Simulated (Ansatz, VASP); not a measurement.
Ni in VASP and in Ansatz

```xyz
1
Lattice="0.0000 1.7673 1.7673 1.7673 0.0000 1.7673 1.7673 1.7673 0.0000" Properties=species:S:1:pos:R:3 pbc="T T T"
Ni    0.0000    0.0000    0.0000
```

Alike in both runs: task single point; functional PBE; k mesh 14 × 14 × 14; occupations fermi-dirac, width 0.003 eV; collinear spin.

|  | VASP | Ansatz |
| --- | --- | --- |
| version | VASP 6.6.1 | Ansatz 0.2.0 |
| potentials or method | VASP PAW PBE potentials, release 64 (Ni_sv_GW), cutoff 690 eV | PAW, plane waves, scalar-relativistic |
| valence electrons in the cell | 18 | 18 |

Ansatz gave:

* pressure (GPa): -2.3
* net moment per atom (μB): 0.68
* size of the moment on the site where the two differ most (μB): 0.72

Problem. Estimate VASP's values.

Solution. Pressure (GPa): -3.2; net moment per atom (μB): 0.68; size of the moment on the site where the two differ most (μB): 0.73.

Site moments also hang on the region over which each program counts them.
